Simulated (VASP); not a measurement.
# Sr (Im-3m) in VASP: single point with PBEsol

Aim: the single point of Sr with PBEsol.

Program: VASP 6.6.1. These are calculated values, not measurements. Logs are shortened: lines on timing, memory, paths and dates and some standing lists are left out, and cuts for length are marked.

**1. The cell of the first run**

It takes space group Im-3m (No. 229, cubic). The conventional cell has a = 4.870 Å, b = 4.870 Å, c = 4.870 Å, α = 90.00°, β = 90.00°, γ = 90.00°. Within 5.5 Å of Sr (site symmetry m-3m) lie 14 Sr at 4.22 to 4.87 Å.

This isn't the form of Sr at room conditions, which is fcc.

**2. Single point, PBEsol**

File INCAR:

```
SYSTEM = Sr
ALGO = Normal
EDIFF = 1E-7
ENCUT = 520
GGA = PS
ISIF = 2
ISMEAR = -1
LASPH = .TRUE.
LCHARG = .TRUE.
LELF = .TRUE.
LREAL = .FALSE.
LVHAR = .TRUE.
LWAVE = .FALSE.
NBANDS = 11
NELM = 100
PREC = Accurate
SIGMA = 0.1
```

File KPOINTS:

```
k-points
0
G
  7 7 7
  0 0 0
```

File POSCAR:

```
Sr
1.0
    4.2175440000      0.0000000000      0.0000000000
   -1.4058479560      3.9763386320      0.0000000000
   -1.4058479560     -1.9881692226      3.4436103233
Sr
1
Direct
    0.0000000000      0.0000000000      0.0000000000
```

Potentials or basis: VASP PAW PBE potentials, release 64 (Sr_sv).

Command:

```sh
cat potpaw_PBE.64/Sr_sv/POTCAR > POTCAR
mpirun -np 1 vasp_std > vasp.out
```

OUTCAR:

```text
SYSTEM = Sr
   EDIFF = 1E-7
   ENCUT = 520
   GGA = PS
   ISIF = 2
   ISMEAR = -1
   LASPH = .TRUE.
   LREAL = .FALSE.
   NELM = 100
   PREC = Accurate

 ion  position               nearest neighbor table
   1  0.000  0.000  0.000-

  LATTYP: Found a body centered cubic cell.
 ALAT       =     4.8700003274

  Lattice vectors:

 A1 = (   4.2175440000,   0.0000000000,   0.0000000000)
 A2 = (  -1.4058479560,   3.9763386320,   0.0000000000)
 A3 = (  -1.4058479560,  -1.9881692226,   3.4436103233)

Analysis of symmetry for initial positions (statically):
=====================================================================
 Subroutine PRICEL returns:
 Original cell was already a primitive cell.

 Routine SETGRP: Setting up the symmetry group for a
 body centered cubic supercell.

 Subroutine GETGRP returns: Found 48 space group operations
 (whereof 48 operations were pure point group operations)
 out of a pool of 48 trial point group operations.

The static configuration has the point symmetry O_h .

Analysis of symmetry for dynamics (positions and initial velocities):
=====================================================================
 Subroutine PRICEL returns:
 Original cell was already a primitive cell.

 Routine SETGRP: Setting up the symmetry group for a
 body centered cubic supercell.

 Subroutine GETGRP returns: Found 48 space group operations
 (whereof 48 operations were pure point group operations)
 out of a pool of 48 trial point group operations.

The dynamic configuration has the point symmetry O_h .

 Subroutine INISYM returns: Found 48 space group operations
 (whereof 48 operations are pure point group operations),
 and found     1 'primitive' translations

----------------------------------------------------------------------------------------

                                     Primitive cell

  volume of cell :      57.7507

  direct lattice vectors                    reciprocal lattice vectors
     4.217544000  0.000000000  0.000000000     0.237104817  0.083829209  0.145196445
    -1.405847956  3.976338632  0.000000000     0.000000000  0.251487635  0.145196445
    -1.405847956 -1.988169223  3.443610323     0.000000000  0.000000000  0.290392903

  length of vectors
     4.217544000  4.217544000  4.217544000     0.290392903  0.290392903  0.290392903

  position of ions in fractional coordinates (direct lattice)
     0.000000000  0.000000000  0.000000000

  ion indices of the primitive-cell ions
   primitive index   ion index
                 1           1

----------------------------------------------------------------------------------------

 KPOINTS: k-points

Automatic generation of k-mesh.
 Grid dimensions read from file:
 generate k-points for:    7    7    7

 Generating k-lattice:

  Cartesian coordinates                     Fractional coordinates (reciprocal lattice)
     0.033872117  0.011975601  0.020742349     0.142857143  0.000000000 -0.000000000
     0.000000000  0.035926805  0.020742349     0.000000000  0.142857143  0.000000000
     0.000000000  0.000000000  0.041484700     0.000000000  0.000000000  0.142857143

  Length of vectors
     0.041484700  0.041484700  0.041484700

  Shift w.r.t. Gamma in fractional coordinates (k-lattice)
     0.000000000  0.000000000  0.000000000

 Subroutine IBZKPT returns following result:
 ===========================================

 Found     20 irreducible k-points:

 Following reciprocal coordinates:
            Coordinates               Weight
  0.000000  0.000000  0.000000      1.000000
  0.142857 -0.000000  0.000000     12.000000
  0.285714 -0.000000 -0.000000     12.000000
  0.428571 -0.000000  0.000000     12.000000
  0.142857  0.142857 -0.000000     24.000000
  0.285714  0.142857  0.000000     48.000000
[... 12 lines left out ...]
 -0.428571 -0.428571  0.285714      8.000000
 -0.428571  0.428571  0.428571      6.000000
   k-points           NKPTS =     20   k-points in BZ     NKDIM =     20   number of bands    NBANDS=     11
   number of dos      NEDOS =    301   number of ions     NIONS =      1
   total plane-waves  NPLWV =  32768
   dimension x,y,z NGX =    32 NGY =   32 NGZ =   32
   dimension x,y,z NGXF=    64 NGYF=   64 NGZF=   64
   ions per type =               1
   NGX,Y,Z   is equivalent  to a cutoff of  12.61, 12.61, 12.61 a.u.
   NGXF,Y,Z  is equivalent  to a cutoff of  25.23, 25.23, 25.23 a.u.
 SYSTEM =  Sr
   PREC   = accura    normal or accurate (medium, high low for compatibility)
   ISTART =      0    job   : 0-new  1-cont  2-samecut
   ICHARG =      2    charge: 1-file 2-atom 10-const
   ISPIN  =      1    spin polarized calculation?
   LNONCOLLINEAR =      F non collinear calculations
   LSORBIT =      F    spin-orbit coupling
   LASPH  =      T    aspherical Exc in radial PAW
   ENCUT  =  520.0 eV  38.22 Ry    6.18 a.u.   7.84  7.84  7.84*2*pi/ulx,y,z
   NELM   =    100;   NELMIN=  2; NELMDL= -5     # of ELM steps
   EDIFF  = 0.1E-06   stopping-criterion for ELM
   LREAL  =      F    real-space projection
   EDIFFG = 0.1E-05   stopping-criterion for IOM
   NSW    =      0    number of steps for IOM
   IBRION =     -1    ionic relax: 0-MD 1-quasi-New 2-CG
   NFREE  =      0    steps in history (QN), initial steepest desc. (CG)
   ISIF   =      2    stress and relaxation
   ISYM   =      2    0-nonsym 1-usesym 2-fastsym
   POTIM  = 0.5000    time-step for ionic-motion
   TEBEG  =    0.0;   TEEND  =   0.0 temperature during run
   PSTRESS=    0.0 pullay stress
   NELECT =      10.0000    total number of electrons
   NUPDOWN=      -1.0000    fix difference up-down
   EMIN   =  10.00;   EMAX   =-10.00  energy-range for DOS
   EFERMI =   0.00;   METHOD = LEGACY
   ISMEAR =    -1;   SIGMA  =   0.10  broadening in eV -4-tet -1-fermi 0-gaus
   EFERMI_NEDOS =   21; number of points for ismear=-14 and -15
   IALGO  =     38    algorithm
   IMIX   =      4    mixing-type and parameters
     AMIX     =   0.40;   BMIX     =  1.00
     AMIX_MAG =   1.60;   BMIX_MAG =  1.00
  volume/ion in A,a.u.               =      57.75       389.72
  Fermi-wavevector in a.u.,A,eV,Ry     =   0.912478  1.724334 11.328435  0.832616
  Thomas-Fermi vector in A             =   2.036879
   LORBIT       =      0    0 simple, 1 ext, 2 COOP (PROOUT), +10 PAW based schemes
   GGA     = PS    functional components
   LHFCALC =     F    Hartree Fock is set to
   AEXX    =    0.0000 exact exchange contribution
   IVDW    =     0    specifies the selected vdW correction
   LEPSILON=     F    determine dielectric tensor
   LRPA    =     F    only Hartree local field effects (RPA)
 non-spin polarized calculation
  energy-cutoff  :      520.00
  volume of cell :       57.75
 maximum number of plane-waves:      1572
   NGX = 15   NGY = 15   NGZ = 15

 number of electron      10.0000000 magnetization

 Free energy of the ion-electron system (eV)
  ---------------------------------------------------
  ext. energy  EPLUGINS =         0.00000000
  ---------------------------------------------------
  free energy    TOTEN  =        -1.83320466 eV

  energy without entropy =       -1.78801675  energy(sigma->0) =       -1.81061070

 E-fermi :   1.3243     XC(G=0):  -7.2811

 val. band max:        1.2212843915   @ k =  -0.4286   0.4286   0.4286
 cond. band min:       1.3778311846   @ k =  -0.4286   0.4286   0.4286
 fundamental gap:      0.1565467931
 Fermi energy:         1.3242519492

 k-point     1 :       0.0000    0.0000    0.0000
  band No.  band energies     occupation
      1     -35.3027      2.00000
      2     -17.2092      2.00000
      3     -17.2092      2.00000
      4     -17.2092      2.00000
      5      -2.2412      2.00000
      6       3.6355      0.00000
      7       3.6355      0.00000
      8       3.6355      0.00000
      9       4.9182      0.00000
     10       4.9182      0.00000
     11       9.2442      0.00000

 k-point     2 :       0.1429   -0.0000    0.0000
  band No.  band energies     occupation
      1     -35.3004      2.00000
      2     -17.2417      2.00000
      3     -17.2200      2.00000
      4     -17.2092      2.00000
      5      -1.9132      2.00000
      6       3.3702      0.00000
      7       3.3775      0.00000
      8       3.9520      0.00000
      9       4.6446      0.00000
     10       4.9128      0.00000
     11       9.4676      0.00000

 k-point     3 :       0.2857   -0.0000   -0.0000
  band No.  band energies     occupation
      1     -35.2952      2.00000
      2     -17.3132      2.00000
      3     -17.2441      2.00000
      4     -17.2091      2.00000
      5      -1.0200      2.00000
      6       2.5229      0.00001
      7       2.8913      0.00000
      8       4.7236      0.00000
      9       4.8606      0.00000
     10       5.0207      0.00000
     11       8.3690      0.00000

 k-point     4 :       0.4286   -0.0000    0.0000
  band No.  band energies     occupation
      1     -35.2911      2.00000
      2     -17.3693      2.00000
      3     -17.2632      2.00000
      4     -17.2090      2.00000
      5       0.0830      1.99999
      6       1.7024      0.04455
      7       2.5799      0.00001
      8       4.7501      0.00000
      9       5.2997      0.00000
     10       6.1486      0.00000
     11       7.0923      0.00000
[... 183 lines left out ...]
 k-point    18 :      -0.4286    0.4286    0.2857
  band No.  band energies     occupation
      1     -35.2852      2.00000
      2     -17.3428      2.00000
      3     -17.3027      2.00000
      4     -17.2849      2.00000
      5       0.9421      1.95713
      6       1.6263      0.09304
      7       3.3700      0.00000
      8       3.5642      0.00000
      9       4.7860      0.00000
     10       5.8950      0.00000
     11       7.1196      0.00000

 k-point    19 :      -0.4286   -0.4286    0.2857
  band No.  band energies     occupation
      1     -35.2835      2.00000
      2     -17.3328      2.00000
      3     -17.3328      2.00000
      4     -17.2904      2.00000
      5       1.3815      0.72155
      6       1.3815      0.72155
      7       2.9700      0.00000
      8       4.6008      0.00000
      9       4.6008      0.00000
     10       6.2233      0.00000
     11       6.7374      0.00000

 k-point    20 :      -0.4286    0.4286    0.4286
  band No.  band energies     occupation
      1     -35.2819      2.00000
      2     -17.3297      2.00000
      3     -17.3244      2.00000
      4     -17.3244      2.00000
      5       1.2213      1.47371
      6       1.3778      0.73833
      7       4.3334      0.00000
      8       4.3668      0.00000
      9       4.3668      0.00000
     10       5.9626      0.00000
     11       6.7321      0.00000

------------------------ aborting loop because EDIFF is reached ----------------------------------------

  FORCE on cell =-STRESS in cart. coord.  units (eV):
  Direction    XX          YY          ZZ          XY          YZ          ZX
  --------------------------------------------------------------------------------------
  -------------------------------------------------------------------------------------
  Total       -0.4150784     -0.4150784     -0.4150784     -0.0000000     -0.0000000     -0.0000000
  in kB      -11.5155253    -11.5155254    -11.5155257     -0.0000001     -0.0000003     -0.0000002
  external PRESSURE =     -11.5155255 kB  Pullay stress =       0.0000000 kB

 VOLUME and BASIS-vectors are now :
 -----------------------------------------------------------------------------
  energy-cutoff  :      520.00
  volume of cell :       57.75
      direct lattice vectors                 reciprocal lattice vectors
     4.217544000  0.000000000  0.000000000     0.237104817  0.083829209  0.145196445
    -1.405847956  3.976338632  0.000000000     0.000000000  0.251487635  0.145196445
    -1.405847956 -1.988169223  3.443610323     0.000000000  0.000000000  0.290392903

 POSITION                                       TOTAL-FORCE (eV/Angst)
 -----------------------------------------------------------------------------------
      0.00000      0.00000      0.00000         0.000000     -0.000000      0.000000
 -----------------------------------------------------------------------------------
    total drift:                               -0.000000      0.000000      0.000000

  FREE ENERGIE OF THE ION-ELECTRON SYSTEM (eV)
  ---------------------------------------------------
  free  energy   TOTEN  =        -1.8332046594 eV

  energy  without entropy=       -1.7880167478  energy(sigma->0) =       -1.81061070
```

Wall time 18 s (1 thread of Intel Xeon 8259CL, shared host); peak memory 0.17 GiB.

Results:

```
Free energy            : -1.8332 eV
Pressure               : -1.2 GPa
Band gap on the k mesh : zero (bands 5 and 6 overlap by 0.22 eV)
```

Caveat: the PAW data sets were made with another functional, which shifts forces and pressure a little.
